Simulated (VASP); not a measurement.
# SnSe (Pnma) in VASP: further runs, part 2 of 2

VASP 6.6.1.

### Step 4. Single point, r2SCAN (uniaxial z strain -3.0%)

The input, POSCAR:

```
SnSe
1.0
   11.7392579279      0.0000000000      0.0000000000
    0.0000000000      4.1294738267      0.0000000000
    0.0000000000      0.0000000000      4.5474405905
Sn Se
4 4
Direct
    0.6207833270      0.7500000000      0.3892272640
    0.8792166730      0.2500000000      0.8892272640
    0.3792166730      0.2500000000      0.6107727360
    0.1207833270      0.7500000000      0.1107727360
    0.1480463256      0.2500000000      0.5120129752
    0.6480463256      0.2500000000      0.9879870248
    0.3519536744      0.7500000000      0.0120129752
    0.8519536744      0.7500000000      0.4879870248
```

The input, INCAR.step1:

```
  PREC = Accurate
  ENCUT = 550
  ISMEAR = 0
  SIGMA = 0.01
  LREAL = False
  LASPH = True
  NELM = 120
  NBANDS = 50
  GGA = PE
  ALGO = Normal
  EDIFF = 1E-5
  LWAVE = True
  LCHARG = False
  GGA_COMPAT = False
```

The input, INCAR.step2:

```
  PREC = Accurate
  ENCUT = 550
  EDIFF = 1E-6
  ISMEAR = 0
  SIGMA = 0.01
  LREAL = False
  LASPH = True
  NELM = 120
  ALGO = Normal
  ISIF = 2
  LWAVE = False
  LCHARG = False
  METAGGA = R2SCAN
  LMIXTAU = True
  NBANDS = 50
  ISTART = 1
  GGA_COMPAT = False
```

The input, KPOINTS:

```
Automatic mesh
0
Gamma
  2 6 6
```

Potentials or basis: VASP PAW PBE potentials, release 64 (Sn_d, Se).

Launch:

```sh
$ cat potpaw_PBE.64/Sn_d/POTCAR potpaw_PBE.64/Se/POTCAR > POTCAR
$ cp INCAR.step1 INCAR
$ mpirun -np 1 vasp_std > vasp.out
$ cp INCAR.step2 INCAR
$ mpirun -np 1 vasp_std > vasp.out
```

OUTCAR:

```text
PREC = Accurate
   ENCUT = 550
   EDIFF = 1E-6
   ISMEAR = 0
   LREAL = False
   LASPH = True
   NELM = 120
   ISIF = 2
   METAGGA = R2SCAN
   ISTART = 1

 ion  position               nearest neighbor table
   1  0.621  0.750  0.389-   8 2.75   6 2.77   6 2.77   3 3.65   3 3.65
   2  0.879  0.250  0.889-   6 2.75   8 2.77   8 2.77   4 3.65   4 3.65
   3  0.379  0.250  0.611-   5 2.75   7 2.77   7 2.77   1 3.65   1 3.65
   4  0.121  0.750  0.111-   7 2.75   5 2.77   5 2.77   2 3.65   2 3.65
[... 1492 lines left out ...]
  Total        0.5702147      1.2665645      1.3636027      0.0000000      0.0000000      0.0000000
  in kB        4.1442560      9.2052478      9.9105107      0.0000000      0.0000000      0.0000000
  external PRESSURE =       7.7533381 kB  Pullay stress =       0.0000000 kB

 VOLUME and BASIS-vectors are now :
 -----------------------------------------------------------------------------
  energy-cutoff  :      550.00
  volume of cell :      220.45
      direct lattice vectors                 reciprocal lattice vectors
    11.739257928  0.000000000  0.000000000     0.085184260  0.000000000  0.000000000
     0.000000000  4.129473827  0.000000000     0.000000000  0.242161603  0.000000000
     0.000000000  0.000000000  4.547440590     0.000000000  0.000000000  0.219903917

 POSITION                                       TOTAL-FORCE (eV/Angst)
 -----------------------------------------------------------------------------------
      7.28754      3.09711      1.76999        -0.014642      0.000000      0.012221
     10.32135      1.03237      4.04371         0.014642     -0.000000      0.012221
      4.45172      1.03237      2.77745         0.014642     -0.000000     -0.012221
      1.41791      3.09711      0.50373        -0.014642      0.000000     -0.012221
      1.73795      1.03237      2.32835        -0.005938     -0.000000      0.012098
      7.60758      1.03237      4.49281        -0.005938     -0.000000     -0.012098
      4.13167      3.09711      0.05463         0.005938     -0.000000      0.012098
     10.00130      3.09711      2.21909         0.005938     -0.000000     -0.012098
 -----------------------------------------------------------------------------------
    total drift:                                0.000000      0.000000     -0.000000

  FREE ENERGIE OF THE ION-ELECTRON SYSTEM (eV)
  ---------------------------------------------------
  free  energy   TOTEN  =      -159.8112184716 eV

  energy  without entropy=     -159.8112184716  energy(sigma->0) =     -159.81121847
```

OUTCAR.step1:

```text
PREC = Accurate
   ENCUT = 550
   ISMEAR = 0
   LREAL = False
   LASPH = True
[... 1520 lines left out ...]
      1.73795      1.03237      2.32835        -0.143554      0.000000      0.175702
      7.60758      1.03237      4.49281        -0.143554      0.000000     -0.175702
      4.13167      3.09711      0.05463         0.143554      0.000000      0.175702
     10.00130      3.09711      2.21909         0.143554      0.000000     -0.175702
 -----------------------------------------------------------------------------------
    total drift:                                0.000000      0.000000     -0.000000

  FREE ENERGIE OF THE ION-ELECTRON SYSTEM (eV)
  ---------------------------------------------------
  free  energy   TOTEN  =       -32.8061253037 eV

  energy  without entropy=      -32.8061253037  energy(sigma->0) =      -32.80612530
```

OSZICAR.step1:

```text
N       E                     dE             d eps       ncg     rms          rms(c)
DAV:   1     0.886101922406E+03    0.88610E+03   -0.37710E+04  3444   0.210E+03
DAV:   2     0.122172964940E+03   -0.76393E+03   -0.73851E+03  3200   0.605E+02
DAV:   3    -0.228328248006E+02   -0.14501E+03   -0.13774E+03  3794   0.206E+02
DAV:   4    -0.332043022280E+02   -0.10371E+02   -0.10173E+02  3810   0.548E+01
DAV:   5    -0.335446268980E+02   -0.34032E+00   -0.33917E+00  3680   0.107E+01    0.652E+00
DAV:   6    -0.328125629862E+02    0.73206E+00   -0.12513E+00  4460   0.567E+00    0.407E+00
DAV:   7    -0.328086963540E+02    0.38666E-02   -0.60022E-01  4070   0.267E+00    0.155E+00
DAV:   8    -0.328056254567E+02    0.30709E-02   -0.59737E-02  4206   0.157E+00    0.356E-01
DAV:   9    -0.328059400198E+02   -0.31456E-03   -0.85479E-03  3952   0.609E-01    0.114E-01
DAV:  10    -0.328060637683E+02   -0.12375E-03   -0.94441E-04  3940   0.152E-01    0.603E-02
DAV:  11    -0.328061398729E+02   -0.76105E-04   -0.27457E-04  4064   0.922E-02    0.222E-02
DAV:  12    -0.328061244132E+02    0.15460E-04   -0.38170E-05  3106   0.353E-02    0.795E-03
DAV:  13    -0.328061253037E+02   -0.89048E-06   -0.89285E-06  1852   0.135E-02
   1 F= -.32806125E+02 E0= -.32806125E+02  d E =-.137132E-32
```

Wall time 9.4 min (1 thread of Intel Xeon 6975P-C (Granite Rapids), shared host); peak memory 0.53 GiB.

What came out:

```
Free energy            : -159.8112 eV
Pressure               : 0.8 GPa
Largest force          : 0.019 eV/Å
Band gap on the k mesh : 0.95 eV (least direct gap 1.22 eV)
```

Forces in eV/Å, atoms in the order of the input:
```
Sn  -0.015  0.000  0.012
Sn   0.015  0.000  0.012
Sn   0.015  0.000 -0.012
Sn  -0.015  0.000 -0.012
Se  -0.006  0.000  0.012
Se  -0.006  0.000 -0.012
Se   0.006  0.000  0.012
Se   0.006  0.000 -0.012
```

Caveat: the cell differs from its parent crystal (uniaxial z strain -3.0%); the PAW data sets were made with another functional, which shifts forces and pressure a little; spin-orbit coupling is left out, which moves the levels of the heavy elements.

### Step 5. Summary

```tsv
level	cell	cutoff (eV)	smearing	gap on the mesh (eV)	pressure (GPa)	largest force (eV/Å)
PBE	a = 11.739, b = 4.129, c = 4.547 Å, 8 atoms, uniaxial z strain -3.0%	520	fermi-dirac 0.02 eV	0.66	1.9	0.25
PBE	a = 11.739, b = 4.129, c = 4.594 Å, 8 atoms, uniaxial z strain -2.0%	520	fermi-dirac 0.02 eV	0.69	1.6	0.25
r2SCAN	a = 11.739, b = 4.129, c = 4.547 Å, 8 atoms, uniaxial z strain -3.0%	550	gaussian 0.01 eV	0.95	0.8	0.02
```

Alike in all rows: task single point; potentials or basis VASP PAW PBE potentials, release 64 (Sn_d, Se); no spin polarisation; k mesh 2 × 6 × 6.

Caveats: spin-orbit coupling is left out, which moves the levels of the heavy elements; semilocal functionals underestimate gaps, and a narrow one can read as zero (at least some runs); the PAW data sets were made with another functional, which shifts forces and pressure a little (at least some runs).

Absolute energies hang on the potentials; compare differences alone.
